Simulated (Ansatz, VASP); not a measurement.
## Ge5CN8 in VASP and in Ansatz

```
CELL_PARAMETERS angstrom
7.86689 0.00000 0.06837
0.00000 3.02271 0.00000
-3.87459 0.00000 6.59877
ATOMIC_POSITIONS crystal
Ge 0.58389 0.50000 0.83321
Ge 0.82783 0.00000 0.24169
Ge 0.79506 0.00000 0.62037
Ge 0.22714 0.50000 0.40331
Ge 0.39924 0.00000 0.15007
C 0.19885 0.50000 0.77048
N 0.31394 0.50000 0.67688
N 0.66293 0.00000 0.34069
N 0.72038 0.50000 0.69914
N 0.63857 0.00000 0.97722
N 0.05997 0.00000 0.69117
N 0.96464 0.50000 0.27645
N 0.30699 0.00000 0.33197
N 0.30057 0.50000 0.98735
```

Alike in both runs: task single point; functional r2SCAN; k mesh 4 × 8 × 4; no spin polarisation.

|  | VASP | Ansatz |
| --- | --- | --- |
| version | VASP 6.6.1 | Ansatz 0.2.0 |
| potentials or method | VASP PAW PBE potentials, release 64 (Ge_d, C, N) | plane waves, PAW |
| plane-wave cutoff (eV) | 520 | 500 |
| occupations | gaussian, width 0.01 eV | fixed |
| valence electrons in the cell | 114 | 114 |

```csv
,VASP,Ansatz,Ansatz less VASP
gap on the k mesh at the Fermi level (eV),1.50,1.50,+0.003
pressure (GPa),0.6,0.0,-0.64
rms of the force components (eV/Å),0.017,0.001,-0.0159
```

VASP's potentials were made for PBE, not for r2SCAN.
